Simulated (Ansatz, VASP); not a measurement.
# Two plane-wave programs on K

INCAR

```
SYSTEM = K
  PREC = Accurate
  ENCUT = 520
  EDIFF = 1E-7
  ISMEAR = -1
  SIGMA = 0.1
  LREAL = .False.
  LASPH = .True.
  NELM = 80
  ALGO = Normal
  ISIF = 2
  LWAVE = .False.
  LCHARG = .False.
  GGA = PS
  NBANDS = 10
```

KPOINTS

```
Automatic mesh
0
Gamma
  8 8 8
  0 0 0
```

The input POSCAR:

```
K
1.0
    4.3654142980      0.0000000000      0.0000000000
    0.0000000000      4.3654142980      0.0000000000
    0.0000000000      0.0000000000      4.3654142980
K
1
Direct
    0.0000000000      0.0000000000      0.0000000000
```

Input for Ansatz:

```yaml
crystal:
  lattice:
    - [4.365414298, 0.0, 0.0]
    - [0.0, 4.365414298, 0.0]
    - [0.0, 0.0, 4.365414298]
  atoms:
    - { symbol: K, position: [0.0, 0.0, 0.0] }
hamiltonian:
  xc: pbesol
  pseudopotentials:
    kind: paw
    azcp:
      K: "pseudopotentials/K.paw.azcp"
basis:
  ecutwfc: 420
  fft_grid_basis: typed
kpoints:
  mp_grid: { grid: [8, 8, 8], shift: [0, 0, 0] }
magnetization:
  spin_polarized: false
scf:
  occupations: { method: fermi_dirac, width: 0.1 }
  lower_state_search: "off"
output:
  stress: true
```

Alike in both runs: task single point; functional PBEsol; k mesh 8 × 8 × 8; occupations fermi-dirac, width 0.1 eV; no spin polarisation.

|  | VASP | Ansatz |
| --- | --- | --- |
| version | VASP 6.6.1 | Ansatz 0.2.0 |
| potentials or method | VASP PAW PBE potentials, release 64 (K_sv), cutoff 520 eV | plane waves (420 eV) with PAW, scalar-relativistic |
| valence electrons in the cell | 9 | 9 |

```csv
,VASP,Ansatz,Ansatz less VASP
pressure (GPa),-0.2,-0.2,+0.01
```

VASP's potentials were made for PBE, not for PBEsol, and Ansatz warns of the same on its side.
